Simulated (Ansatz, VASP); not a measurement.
# One calculation of WSe2, two programs

```xyz
6
Lattice="3.2900 0.0000 0.0000 -1.6450 2.8492 0.0000 0.0000 0.0000 12.9700" Properties=species:S:1:pos:R:3 pbc="T T T"
W     0.0000    1.8995    3.2425
W     1.6450    0.9497    9.7275
Se    0.0000    1.8995    8.0544
Se    1.6450    0.9497    1.5694
Se    0.0000    1.8995   11.4006
Se    1.6450    0.9497    4.9156
```

Alike in both runs: task relaxation of cell and atoms; functional PBEsol; dispersion D3(BJ); k mesh 12 × 12 × 2; occupations gaussian, width 0.02 eV; no spin polarisation.

|  | VASP | Ansatz |
| --- | --- | --- |
| version | VASP 6.6.1 | Ansatz 0.2.0 |
| potentials or method | VASP PAW PBE potentials, release 64 (W_sv, Se), cutoff 600 eV | scalar-relativistic, plane waves, PAW |
| valence electrons in the cell | 52 | 92 |

Ansatz gave:

| Quantity | Value |
| --- | --- |
| gap on the k mesh at the Fermi level, each at its own relaxed structure (eV) | 0.71 |
| relaxed volume (Å³/atom) | 18.70 |
| relaxed length of the cell vector where the two differ most in proportion (Å) | 12.415 |

What did VASP give for the same quantities?

gap on the k mesh at the Fermi level, each at its own relaxed structure (eV): 0.71; relaxed volume (Å³/atom): 18.76; relaxed length of the cell vector where the two differ most in proportion (Å): 12.433.

VASP's potentials were made for PBE, not for PBEsol. VASP's potentials hold 52 valence electrons a cell and Ansatz's 92, so a difference there can come from the potentials and not from the codes.

Spin-orbit coupling is off throughout.
